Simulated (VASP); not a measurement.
NdP3:

```
Nd P
1.0
     4.47200    0.00000    0.00000
     0.00000    4.47200    0.00000
     0.00000    0.00000    4.47200
Nd P
1 3
Direct
  0.00000 0.00000 0.00000
  0.50000 0.50000 0.00000
  0.50000 0.00000 0.50000
  0.00000 0.50000 0.50000
```

The cell was built from a structure type or drawn by symmetry, and may not be a known phase.

```yaml
Program: VASP 6.6.1
Task: relaxation of cell and atoms
Functional: PBE
Potentials_or_basis: VASP PAW PBE potentials, release 64 (Nd_3, P), 4f in core
Cutoff: 500 eV
k_mesh: 4 × 4 × 4
Occupations: gaussian, width 0.1 eV
Spin: no spin polarisation
```

At the start: pressure -10.5 GPa; volume 22.36 Å³/atom.

Task: How do energy, volume and symmetry change on relaxing?

Result: Over 3 steps the energy falls by 137.2 meV/atom and the volume is 18.79 Å³/atom (-16.0 %); space group Pm-3m (No. 221, to 0.1 Å) before and after.

The path:
```
step  energy change (eV)  largest force (eV/Å)  pressure (GPa)  volume (Å³)
   1              0.0000                0.0000          -10.53        89.43
   2             -0.5006                0.0000            4.65        71.74
   3             -0.5489                0.0000            0.05        75.16
```

Final structure:
```xyz
4
Lattice="4.2202 0.0000 0.0000 0.0000 4.2202 0.0000 0.0000 0.0000 4.2202" Properties=species:S:1:pos:R:3 pbc="T T T"
Nd    0.0000    0.0000    0.0000
P     2.1101    2.1101    0.0000
P     2.1101    0.0000    2.1101
P     0.0000    2.1101    2.1101
```

Caveat: the volume moved by over 15 % at a fixed basis, so the end points are rough.
